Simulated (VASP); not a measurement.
# Pt (Fm-3m) in VASP: relaxation of cell and atoms with PBE

Aim: the relaxation of cell and atoms of Pt with PBE.

All numbers are computed with VASP 6.6.1; they aren't measurements. Logs are shortened: lines on timing, memory, paths and dates and some standing lists are left out, and cuts for length are marked.

### 1 The cell of the first run

The structure is cubic, space group Fm-3m (No. 225). Conventional cell: a = 3.967 Å, b = 3.967 Å, c = 3.967 Å, α = 90.00°, β = 90.00°, γ = 90.00°. Within 3.7 Å of Pt (site symmetry m-3m) lie 12 Pt at 2.81 Å.

### 2 Relaxation of cell and atoms, PBE

The input, INCAR:

```
SYSTEM = Pt
ALGO     = Normal         ! electronic algorithm
EDIFF    = 1E-7           ! SCF threshold, eV
EDIFFG   = -0.005         ! ionic threshold
ENCUT    = 600            ! plane-wave cutoff, eV
GGA      = PE             ! functional
IBRION   = 2              ! ionic algorithm
ISIF     = 3              ! what is computed and relaxed
ISMEAR   = 0              ! smearing method
LASPH    = .TRUE.         ! aspherical terms in the spheres
LCHARG   = .FALSE.        ! write CHGCAR
LREAL    = .FALSE.        ! projectors in reciprocal space
LWAVE    = .FALSE.        ! write WAVECAR
NELM     = 60             ! most SCF steps
NSW      = 100            ! ionic steps
PREC     = Accurate       ! precision mode
SIGMA    = 0.1            ! smearing width, eV
```

The input, KPOINTS:

```
k-points
0
G
  18 18 18
  0 0 0
```

The input, POSCAR:

```
Pt
1.0
    0.0000000000      1.9836860048      1.9836860048
    1.9836860048      0.0000000000      1.9836860048
    1.9836860048      1.9836860048      0.0000000000
Pt
1
Direct
    0.0000000000      0.0000000000      0.0000000000
```

Potentials or basis: VASP PAW PBE potentials, release 64 (Pt).

Run with:

```bash
cat potpaw_PBE.64/Pt/POTCAR > POTCAR
mpirun -np 1 vasp_std > vasp.out
```

OUTCAR:

```text
SYSTEM = Pt
   EDIFF = 1E-7
   EDIFFG = -0.005
   ENCUT = 600
   GGA = PE
   IBRION = 2
   ISIF = 3
   ISMEAR = 0
   LASPH = .TRUE.
   LREAL = .FALSE.
   NELM = 60
   NSW = 100
   PREC = Accurate

 ion  position               nearest neighbor table
   1  0.000  0.000  0.000-

  LATTYP: Found a face centered cubic cell.
 ALAT       =     3.9673720096

  Lattice vectors:

 A1 = (   0.0000000000,   1.9836860048,   1.9836860048)
 A2 = (   1.9836860048,   0.0000000000,   1.9836860048)
 A3 = (   1.9836860048,   1.9836860048,   0.0000000000)

Analysis of symmetry for initial positions (statically):
=====================================================================
 Subroutine PRICEL returns:
 Original cell was already a primitive cell.

 Routine SETGRP: Setting up the symmetry group for a
 face centered cubic supercell.

 Subroutine GETGRP returns: Found 48 space group operations
 (whereof 48 operations were pure point group operations)
 out of a pool of 48 trial point group operations.

The static configuration has the point symmetry O_h .

Analysis of symmetry for dynamics (positions and initial velocities):
=====================================================================
 Subroutine PRICEL returns:
 Original cell was already a primitive cell.

 Routine SETGRP: Setting up the symmetry group for a
 face centered cubic supercell.

 Subroutine GETGRP returns: Found 48 space group operations
 (whereof 48 operations were pure point group operations)
 out of a pool of 48 trial point group operations.

The dynamic configuration has the point symmetry O_h .

 Subroutine INISYM returns: Found 48 space group operations
 (whereof 48 operations are pure point group operations),
 and found     1 'primitive' translations

----------------------------------------------------------------------------------------

                                     Primitive cell

  volume of cell :      15.6116

  direct lattice vectors                    reciprocal lattice vectors
     0.000000000  1.983686005  1.983686005    -0.252056020  0.252056020  0.252056020
     1.983686005  0.000000000  1.983686005     0.252056020 -0.252056020  0.252056020
     1.983686005  1.983686005  0.000000000     0.252056020  0.252056020 -0.252056020

  length of vectors
     2.805355651  2.805355651  2.805355651     0.436573834  0.436573834  0.436573834

  position of ions in fractional coordinates (direct lattice)
     0.000000000  0.000000000  0.000000000

  ion indices of the primitive-cell ions
   primitive index   ion index
                 1           1

[... 91 lines left out ...]
     AMIX_MAG =   1.60;   BMIX_MAG =  1.00
  volume/ion in A,a.u.               =      15.61       105.35
  Fermi-wavevector in a.u.,A,eV,Ry     =   1.411211  2.666802 27.096221  1.991516
  Thomas-Fermi vector in A             =   2.533085
   LORBIT       =      0    0 simple, 1 ext, 2 COOP (PROOUT), +10 PAW based schemes
   GGA     = PE    functional components
   LHFCALC =     F    Hartree Fock is set to
   AEXX    =    0.0000 exact exchange contribution
   IVDW    =     0    specifies the selected vdW correction
   LEPSILON=     F    determine dielectric tensor
   LRPA    =     F    only Hartree local field effects (RPA)
 conjugate gradient relaxation of ions
 non-spin polarized calculation
 Gauss-broadening in eV      SIGMA  =   0.10
  energy-cutoff  :      600.00
  volume of cell :       15.61
 maximum number of plane-waves:       544
   NGX = 11   NGY = 11   NGZ = 11

--------------------------------------- Ionic step        1  -------------------------------------------

 number of electron      10.0000002 magnetization

 Free energy of the ion-electron system (eV)
  ---------------------------------------------------
  ext. energy  EPLUGINS =         0.00000000
  ---------------------------------------------------
  free energy    TOTEN  =        -6.10024114 eV

  energy without entropy =       -6.08900118  energy(sigma->0) =       -6.09462116

------------------------ aborting loop because EDIFF is reached ----------------------------------------

  FORCE on cell =-STRESS in cart. coord.  units (eV):
  Direction    XX          YY          ZZ          XY          YZ          ZX
  --------------------------------------------------------------------------------------
  -------------------------------------------------------------------------------------
  Total        0.0103918      0.0103918      0.0103918     -0.0000000     -0.0000000     -0.0000000
  in kB        1.0664749      1.0664749      1.0664749     -0.0000000     -0.0000000     -0.0000000
  external PRESSURE =       1.0664749 kB  Pullay stress =       0.0000000 kB
[... 57 lines left out ...]
--------------------------------------- Ionic step        3  -------------------------------------------

 number of electron      10.0000002 magnetization

 Free energy of the ion-electron system (eV)
  ---------------------------------------------------
  ext. energy  EPLUGINS =         0.00000000
  ---------------------------------------------------
  free energy    TOTEN  =        -6.10024282 eV

  energy without entropy =       -6.08899675  energy(sigma->0) =       -6.09461978

 E-fermi :  10.6049     XC(G=0): -13.2816

 val. band max:       10.6046350883   @ k =  -0.3333   0.3889   0.1111
 cond. band min:      10.6157692965   @ k =   0.4444   0.1111   0.0000
 fundamental gap:      0.0111342082
 Fermi energy:        10.6049293294

 k-point     1 :       0.0000    0.0000    0.0000
  band No.  band energies     occupation
      1       0.7766      2.00000
      2       7.0250      2.00000
      3       7.0250      2.00000
      4       7.0250      2.00000
      5       9.0585      2.00000
      6       9.0585      2.00000
      7      25.3367      0.00000
      8      30.1056      0.00000
      9      30.1056      0.00000
[... 265 lines left out ...]
 k-point    24 :      -0.2222    0.0556    0.0000
  band No.  band energies     occupation
      1       2.7661      2.00000
      2       6.5630      2.00000
      3       7.3983      2.00000
      4       7.4619      2.00000
      5       8.8824      2.00000
      6       9.5227      2.00000
      7      24.0941      0.00000
      8      27.0766      0.00000
      9      31.3050      0.00000

 [... further k-points ...]

------------------------ aborting loop because EDIFF is reached ----------------------------------------

  FORCE on cell =-STRESS in cart. coord.  units (eV):
  Direction    XX          YY          ZZ          XY          YZ          ZX
  --------------------------------------------------------------------------------------
  -------------------------------------------------------------------------------------
  Total        0.0011566      0.0011566      0.0011566      0.0000000      0.0000000      0.0000000
  in kB        0.1186546      0.1186546      0.1186546      0.0000000      0.0000000      0.0000000
  external PRESSURE =       0.1186546 kB  Pullay stress =       0.0000000 kB
[... 16 lines left out ...]
  FREE ENERGIE OF THE ION-ELECTRON SYSTEM (eV)
  ---------------------------------------------------
  free  energy   TOTEN  =        -6.1002428199 eV

  energy  without entropy=       -6.0889967470  energy(sigma->0) =       -6.09461978

 reached required accuracy - stopping structural energy minimisation
```

OSZICAR:

```text
N       E                     dE             d eps       ncg     rms          rms(c)
DAV:   1     0.420749745592E+02    0.42075E+02   -0.59563E+03  3574   0.116E+03
DAV:   2    -0.604869157294E+01   -0.48124E+02   -0.46301E+02  3683   0.198E+02
DAV:   3    -0.648126621855E+01   -0.43257E+00   -0.42766E+00  4226   0.198E+01
DAV:   4    -0.648271068297E+01   -0.14445E-02   -0.14441E-02  4047   0.118E+00
[... 17 lines left out ...]
DAV:   1    -0.610035751000E+01   -0.13016E-03   -0.26571E-03  3575   0.548E-01    0.707E-02
DAV:   2    -0.610024668768E+01    0.11082E-03   -0.34456E-04  3534   0.163E-01    0.275E-02
DAV:   3    -0.610024173579E+01    0.49519E-05   -0.28879E-05  3666   0.438E-02    0.160E-02
DAV:   4    -0.610024281389E+01   -0.10781E-05   -0.11884E-06  3880   0.872E-03    0.528E-04
DAV:   5    -0.610024281988E+01   -0.59939E-08   -0.15705E-08  1917   0.119E-03
   3 F= -.61002428E+01 E0= -.60946198E+01  d E =-.167815E-05
```

Run time: 1.7 min. Hardware: 1 thread of Intel Xeon 8259CL, shared host; peak memory 0.17 GiB.

Results:

* Free energy: -6.1002 eV
* Relaxed volume: 15.62 Å³/atom
* Relaxed cell: a = 2.806 Å, b = 2.806 Å, c = 2.806 Å, α = 60.00°, β = 60.00°, γ = 60.00°
* Space group after relaxing (to 0.1 Å): Fm-3m (No. 225)
* Energy gained by relaxing: 0.0 meV/atom
* Ionic steps: 3
* Pressure after relaxing: 0.0 GPa
* Band gap on the k mesh: zero (bands 5 and 6 overlap by 2.10 eV)

Final structure:
```
Pt
1.0
     0.00000    1.98393    1.98393
     1.98393    0.00000    1.98393
     1.98393    1.98393    0.00000
Pt
1
Direct
  0.00000 0.00000 0.00000
```

Levels at points of the mesh, in eV from the Fermi level:
```tsv
k point	band 2	band 3	band 4	band 5	band 6	band 7	band 8	band 9
(0.00, 0.00, 0.00)	-3.58	-3.58	-3.58	-1.55	-1.55	14.73	19.50	19.50
(0.50, 0.00, 0.00)	-3.64	-3.64	-0.33	0.03	0.03	5.58	14.29	18.74
(0.50, 0.50, 0.00)	-6.26	0.00	0.45	0.45	1.85	8.51	11.28	11.28
```

Caveat: spin-orbit coupling is left out, which moves the levels of the heavy elements.
